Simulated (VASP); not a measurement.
A run of VASP 6.6.1:

The input INCAR:

```
SYSTEM = Cd36S36O
  ALGO = Normal
  EDIFF = 1E-6
  ENCUT = 520
  GGA = PE
  GGA_COMPAT = .FALSE.
  ISIF = 2
  ISMEAR = -1
  ISYM = -1
  KPAR = 1
  LASPH = .TRUE.
  LCHARG = .FALSE.
  LREAL = Auto
  LWAVE = .FALSE.
  NBANDS = 369
  NELECT = 656.0
  NELM = 120
  PREC = Accurate
  SIGMA = 0.01
```

Contents of KPOINTS:

```
explicit points
1
Reciprocal
  0.25000000   0.25000000   0.25000000 1
```

Contents of POSCAR:

```
Cd36S36O
1.0
   12.4916763700     -0.0000000900      0.0000000000
   -6.2458381100     10.8181091200      0.0000000000
    0.0000000000      0.0000000000     13.5350132800
Cd S O
36 36 1
Direct
    0.2217952638      0.1118958966      0.2594442227
    0.1115563932      0.2229989533     -0.0033702959
    0.2262448734      0.1072699496      0.7473347673
    0.1101480395      0.2238131436      0.5029065623
    0.2224986798      0.4442773655      0.2452760061
    0.1107598987      0.5571671484     -0.0033320987
    0.2205790211      0.4433066783      0.7503935009
    0.1100065473      0.5550768571      0.5025007999
    0.2222076419      0.7761152089      0.2589720400
    0.1212378967      0.8946316684      0.0082267374
    0.2259125797      0.7843710880      0.7472650961
    0.1054941674      0.8870430038      0.5100140545
    0.5577100192      0.1115653426      0.2590307765
    0.4387874812      0.2120849415      0.0084925665
    0.5494449347      0.1079386459      0.7473449631
    0.4467553373      0.2283464710      0.5098181182
    0.5566544289      0.4449423644      0.2450562058
    0.4558078938      0.5619908224     -0.0083479785
    0.5731348925      0.4788323906      0.7592505295
    0.4416626614      0.5555134426      0.4918489448
    0.5562825776      0.7774637838      0.2450986882
    0.4397300704      0.8941968446      0.0072956707
    0.5742772663      0.7595407812      0.7590401123
    0.4464102671      0.8873573869      0.5101561304
    0.8898303216      0.1117085312      0.2455410225
    0.7767461937      0.2233039104     -0.0032138868
    0.8905088833      0.1131125658      0.7504721857
    0.7787545180      0.2238510486      0.5025584282
    0.8895927997      0.4443213714      0.2454691348
    0.7708400270      0.5626599808     -0.0092172056
    0.8907300711      0.4429989592      0.7498962720
    0.7783929985      0.5553788563      0.4923756528
    0.8889738993      0.7771050363      0.2451668817
    0.7727494310      0.8793705040     -0.0074950795
    0.8541756028      0.7598484158      0.7594681134
    0.7783166973      0.8920601524      0.4919941239
    0.2226993669      0.1110292018      0.4469806475
    0.1128824096      0.2210793017      0.1867335442
    0.2225050588      0.1110701516      0.9385396776
    0.1125629584      0.2212167564      0.6905440583
    0.2176915946      0.4428928352      0.4335078864
    0.1127780181      0.5583911147      0.1867525319
    0.2248396877      0.4467900967      0.9393746971
    0.1126872147      0.5577131773      0.6902253294
    0.2227338096      0.7798571753      0.4465731119
    0.1159654665      0.8912879232      0.1962057920
    0.2228551800      0.7794420380      0.9383889574
    0.0976131275      0.8817382874      0.6966621166
    0.5539730890      0.1110442718      0.4466175891
    0.4424760008      0.2177994337      0.1964095598
    0.5544894822      0.1111029697      0.9384513881
    0.4517499505      0.2358897486      0.6965236609
    0.5546388779      0.4438780379      0.4336486325
    0.4444350194      0.5554750810      0.1851626554
    0.5465910423      0.4284404047      0.9492184998
    0.4301804740      0.5484145125      0.6757399354
    0.5545300063      0.7793662420      0.4335841331
    0.4427033971      0.8910901095      0.1955106320
    0.5487606580      0.7861525480      0.9484576583
    0.4511116373      0.8827456753      0.6966920390
    0.8909532976      0.1161127205      0.4337600473
    0.7754612946      0.2210720971      0.1868675669
    0.8876727764      0.1097673417      0.9394618045
    0.7760777121      0.2209664409      0.6902851003
    0.8906839339      0.4431186658      0.4337092900
    0.7784415703      0.5553815370      0.1847370925
    0.8872206324      0.4467600600      0.9389266000
    0.7852788675      0.5480317313      0.6761783539
    0.8899760522      0.7791343188      0.4337538411
    0.7785622465      0.8896411529      0.1856786505
    0.9047244168      0.7870052878      0.9492092645
    0.7855455305      0.9033901361      0.6759631343
    0.6672767518      0.6655469066     -0.1761897052
```

Potentials or basis: VASP PAW PBE potentials, release 64 (Cd, S, O).

Command:

```bash
$ cat potpaw_PBE.64/Cd/POTCAR potpaw_PBE.64/S/POTCAR potpaw_PBE.64/O/POTCAR > POTCAR
$ mpirun -np 4 vasp_std > vasp.out
```

Hardware: 4 MPI ranks on Intel(R) Xeon(R) 6975P-C (Granite Rapids), with other jobs on the host.

Task: How long does it take, and how much memory?

Result: Run time: 5.9 min on 4 MPI ranks on Intel(R) Xeon(R) 6975P-C (Granite Rapids) (shared host), peak memory 0.76 GiB a rank. Counts: scf iterations 18, k points 1.
